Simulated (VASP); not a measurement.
A run of VASP 6.6.1 is set up as follows.

File INCAR:

```
SYSTEM = GaN
PREC = Accurate
ENCUT = 600
EDIFF = 1E-7
ISMEAR = 0
SIGMA = 0.01
LREAL = .FALSE.
LASPH = .TRUE.
NELM = 120
ALGO = Normal
ISIF = 3
LWAVE = .FALSE.
LCHARG = .FALSE.
GGA = PS
IBRION = 2
NSW = 50
EDIFFG = -0.02
GGA_COMPAT = .FALSE.
NELMIN = 4
```

File KPOINTS:

```
regular mesh
0
G
  12 12 4
  0 0 0
```

File POSCAR:

```
GaN
1.0
    3.1800000000      0.0000000000      0.0000000000
   -1.5900000000      2.7539610000      0.0000000000
    0.0000000000      0.0000000000      5.1660000000
Ga N
2 2
Direct
    0.3333333333      0.6666666667      0.0000000000
    0.6666666667      0.3333333333      0.5000000000
    0.3333333333      0.6666666667      0.3750000000
    0.6666666667      0.3333333333      0.8750000000
```

Potentials or basis: VASP PAW PBE potentials, release 64 (Ga_d, N).

Launch:

```sh
$ cat potpaw_PBE.64/Ga_d/POTCAR potpaw_PBE.64/N/POTCAR > POTCAR
$ mpirun -np 1 vasp_std > vasp.out
```

Problem. Predict the relaxed cell.

Solution. a = 3.180 Å, b = 3.180 Å, c = 5.185 Å, α = 90.00°, β = 90.00°, γ = 120.00°.

Problem. Estimate the space group after relaxing (to 0.1 Å).

Solution. P6_3mc (No. 186).

Problem. Estimate the band gap on the k mesh.

Solution. 1.90 eV.

Problem. What does it give for the relaxed volume?

Solution. 11.35 Å³/atom.

The path:
```tsv
step	energy change (eV)	largest force (eV/Å)	pressure (GPa)	volume (Å³)
1	0.0000	0.1307	0.64	45.24
2	-0.0005	0.0877	-0.53	45.54
3	-0.0019	0.0090	-0.07	45.40
```

Caveat: the PAW data sets were made with another functional, which shifts forces and pressure a little. Zero-point motion and thermal expansion aren't in these numbers.
